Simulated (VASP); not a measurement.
**HC12 (a cell with a defect): single point with LDA**

HC12 (a cell with a defect):

```
C H
1.0
     1.76575   -3.53150   -1.76575
     3.53150   -1.76575    1.76575
    -1.76575   -3.53150    1.76575
C H
12 1
Direct
  0.25000 0.00000 0.25000
  0.08333 0.33333 0.75000
  0.91667 0.66667 0.25000
  0.75000 0.00000 0.75000
  0.58333 0.33333 0.25000
  0.41667 0.66667 0.75000
  0.95833 0.33333 0.12500
  0.79167 0.66667 0.62500
  0.62500 0.00000 0.12500
  0.45833 0.33333 0.62500
  0.29167 0.66667 0.12500
  0.12500 0.00000 0.62500
  0.04167 0.16667 0.37500
```

| Quantity | Value |
| --- | --- |
| Program | VASP 6.6.1 |
| Task | single point |
| Functional | LDA |
| Potentials or basis | VASP PAW LDA potentials, release 64 (C, H) |
| Cutoff | 520 eV |
| k mesh | 6 × 6 × 6 |
| Occupations | gaussian, width 0.05 eV |
| Spin | no spin polarisation |

```
Largest force : 17.668 eV/Å
```

Forces in eV/Å, atoms in the order of the input:
```
C     0.010  -0.001 -17.668
C     0.144  -0.440  -0.397
C     0.067  -0.192   0.192
C    -0.377   0.423   0.200
C    -0.134   0.131   0.268
C     0.291   0.041  -0.408
C     3.052   3.243   1.077
C    -0.092  -0.175   0.364
C     0.435  -0.298   0.062
C    -0.109  -0.043   0.245
C    -0.045   0.519   0.303
C    -3.210  -3.176   1.302
H    -0.033  -0.033  14.458
```

Levels at points of the mesh, in eV from the Fermi level:
```
           k point  band 20  band 21  band 22  band 23  band 24  band 25  band 26  band 27  band 28  band 29
(0.00, 0.00, 0.00)    -3.53    -3.18    -0.55    -0.51    -0.27     4.38     5.01     5.15     5.69     6.32
(0.50, 0.00, 0.00)    -5.18    -4.75    -4.40    -2.80    -2.13     4.64     5.46     5.98     6.74     7.93
(0.50, 0.50, 0.00)    -5.11    -4.74    -4.41    -2.93    -2.19     5.18     5.79     6.10     6.66     7.01
(0.00, 0.50, 0.00)    -5.23    -3.39    -3.22    -2.09    -1.56     4.21     4.30     5.59     7.47     7.53
(0.00, 0.00, 0.50)    -5.39    -2.90    -2.27    -1.92    -1.91     4.82     6.25     6.92     7.09     7.28
(0.50, 0.00, 0.50)    -4.06    -3.81    -3.72    -3.20    -3.14     4.19     4.30     5.27     5.60     5.86
(0.50, 0.50, 0.50)    -4.17    -3.99    -3.72    -3.20    -3.09     3.29     4.50     5.37     5.86     7.08
(0.00, 0.50, 0.50)    -5.15    -4.57    -4.41    -4.25    -4.13     4.34     5.25     5.82     6.06     6.18
```

It took 4.4 min on 1 thread of Intel Xeon 8259CL (shared host), peak memory 0.28 GiB.

Caveat: the cell carries a net charge on a neutralising background, which shifts energy and pressure; the cell is charged against a uniform background, so pressure and absolute levels hang on convention.
